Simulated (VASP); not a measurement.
Input of a VASP 6.6.1 run:

Contents of INCAR:

```
ALGO = Normal ; EDIFF = 1E-6
EDIFFG = -0.001 ; ENCUT = 600
GGA = PS ; IBRION = 2
ISIF = 3 ; ISMEAR = 0
LASPH = True ; LCHARG = False
LREAL = False ; LWAVE = False
NELM = 80 ; NSW = 80
PREC = Accurate ; PSTRESS = 10.0
SIGMA = 0.01
```

Contents of KPOINTS:

```
k-points
0
Gamma
  8 8 8
```

Contents of POSCAR:

```
HfO2
1.0
    0.0000000000      2.5218796372      2.5218796372
    2.5218796372      0.0000000000      2.5218796372
    2.5218796372      2.5218796372      0.0000000000
Hf O
1 2
Direct
    0.0000000000      0.0000000000      0.0000000000
    0.2500000000      0.2500000000      0.2500000000
    0.7500000000      0.7500000000      0.7500000000
```

Potentials or basis: VASP PAW PBE potentials, release 64 (Hf_pv, O).

Run with:

```console
$ cat potpaw_PBE.64/Hf_pv/POTCAR potpaw_PBE.64/O/POTCAR > POTCAR
$ mpirun -np 1 vasp_std > vasp.out
```

(1) Estimate the relaxed volume.

(2) What does it give for the relaxed cell?

Results:

(1) 10.49 Å³/atom.

(2) a = 3.544 Å, b = 3.544 Å, c = 3.544 Å, α = 60.00°, β = 60.00°, γ = 60.00°.

Caveat: the cell is relaxed towards a set pressure, so the enthalpy falls and the energy may rise; the PAW data sets were made with another functional, which shifts forces and pressure a little.
